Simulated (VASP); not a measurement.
Write the native input for VASP 6.6.1 that does the following.

| Item | Value |
| --- | --- |
| Task | single point |
| Functional | PBE |
| Potentials or basis | VASP PAW PBE potentials, release 64 (Ti_sv, H) |
| Cutoff | 520 eV |
| k mesh | 9 × 9 × 1 |
| Occupations | gaussian, width 0.1 eV |
| Spin | no spin polarisation |
| Dipole correction | yes |
| Further INCAR settings | ALGO = Normal; EDIFF = 1e-06; NBANDS = 26 |

The structure of Ti3H lies in POSCAR:

```
Ti3H
1.0
    2.9075446931      0.0000000000      0.0000000000
   -1.4537723466      2.5180075669      0.0000000000
    0.0000000000      0.0000000000     19.9935258482
Ti H
3 1
Direct
    0.6666666667      0.3333333333      0.2000647625
    0.3333333333      0.6666666667      0.3124429306
    0.0000000000      0.0000000000      0.4248138079
    0.6666666667      0.3333333333      0.4769289794
```

These files were run (other wordings do the same):

INCAR

```
SYSTEM = Ti3H
ALGO     = Normal         ! electronic algorithm
DIPOL    = 0.5 0.5 0.354
EDIFF    = 1E-6           ! SCF threshold, eV
ENCUT    = 520            ! plane-wave cutoff, eV
GGA      = PE             ! functional
IDIPOL   = 3            
ISIF     = 2              ! what is computed and relaxed
ISMEAR   = 0              ! smearing method
LASPH    = .TRUE.         ! aspherical terms in the spheres
LCHARG   = .FALSE.        ! write CHGCAR
LDIPOL   = .TRUE.       
LREAL    = .FALSE.        ! projectors in reciprocal space
LWAVE    = .FALSE.        ! write WAVECAR
NBANDS   = 26             ! bands
NELM     = 60             ! most SCF steps
PREC     = Accurate       ! precision mode
SIGMA    = 0.1            ! smearing width, eV
```

KPOINTS

```
k-points
0
G
  9 9 1
  0 0 0
```

Potentials or basis: VASP PAW PBE potentials, release 64 (Ti_sv, H).

Run with:

```sh
$ cat potpaw_PBE.64/Ti_sv/POTCAR potpaw_PBE.64/H/POTCAR > POTCAR
$ mpirun -np 1 vasp_std > vasp.out
```

It gave:

| Property | Result |
| --- | --- |
| Largest force | 0.204 eV/Å |

Run time: 57 s on 1 thread of Intel(R) Xeon(R) 6975P-C (Granite Rapids), with other jobs on the host, peak memory 0.28 GiB.
